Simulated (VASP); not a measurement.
Input of a VASP 6.6.1 run:

The input POSCAR:

```
Ti
1.0
    2.9500000000      0.0000000000      0.0000000000
   -1.4750000000      2.5547749412      0.0000000000
    0.0000000000      0.0000000000      4.6800000000
Ti
2
Direct
    0.6666666667      0.3333333333      0.7500000000
    0.3333333333      0.6666666667      0.2500000000
```

INCAR.step1

```
  ALGO = Normal
  EDIFF = 1E-5
  ENCUT = 520
  GGA = PE
  ISIF = 2
  ISMEAR = -1
  LASPH = True
  LCHARG = False
  LREAL = False
  LWAVE = True
  NBANDS = 19
  NELM = 80
  PREC = Accurate
  SIGMA = 0.05
```

Contents of INCAR.step2:

```
  AEXX = 0.25
  ALGO = Normal
  EDIFF = 1E-7
  ENCUT = 520
  GGA = PS
  HFSCREEN = 0.207
  ISIF = 2
  ISMEAR = -1
  ISTART = 1
  LASPH = True
  LCHARG = False
  LHFCALC = True
  LREAL = False
  LWAVE = False
  NBANDS = 19
  NELM = 80
  PREC = Accurate
  PRECFOCK = Normal
  SIGMA = 0.05
```

KPOINTS

```
k-points
0
Gamma
  5 5 3
```

Potentials or basis: VASP PAW PBE potentials, release 64 (Ti_sv).

The run is started by

```bash
$ cat potpaw_PBE.64/Ti_sv/POTCAR > POTCAR
$ cp INCAR.step1 INCAR
$ mpirun -np 1 vasp_std > vasp.out
$ cp INCAR.step2 INCAR
$ mpirun -np 1 vasp_std > vasp.out
```

Task: Predict the band gap on the k mesh.

Result: Zero (bands 12 and 13 overlap by 1.05 eV).

Task: Predict the pressure.

Result: -7.4 GPa.

Stress tensor (GPa, compression positive):
```
 -5.95   0.00   0.00
  0.00  -5.95   0.00
  0.00   0.00 -10.18
```

Caveat: the k points lie up to 0.49 Å⁻¹ apart, too coarse for converged energies and pressures of a metal; the PAW data sets were made with another functional, which shifts forces and pressure a little.
